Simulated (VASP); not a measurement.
The system is ZrH2.

```
CELL_PARAMETERS angstrom
0.00000 2.40923 2.40923
2.40923 0.00000 2.40923
2.40923 2.40923 0.00000
ATOMIC_POSITIONS crystal
Zr 0.00000 0.00000 0.00000
H 0.75000 0.75000 0.75000
H 0.25000 0.25000 0.25000
```

Program: VASP 6.6.1. Alike in all runs: task single point; no spin polarisation; cell as given; k mesh 11 × 11 × 11; cutoff (eV) 500; smearing methfessel-paxton 0.15 eV.

Q: Order these runs on this cell by their pressure, lowest first.
A. level LDA; potentials or basis VASP PAW LDA potentials, release 64 (Zr_sv, H)
B. level PBEsol; potentials or basis VASP PAW PBE potentials, release 64 (Zr_sv, H)
C. level BLYP; potentials or basis VASP PAW PBE potentials, release 64 (Zr_sv, H)

A: A (-6.9 GPa), B (-4.6 GPa), C (3.7 GPa).

Caveats: the cell stands under tension (at least some runs); the PAW data sets were made with another functional, which shifts forces and pressure a little (at least some runs); the cell stands under pressure (at least some runs).
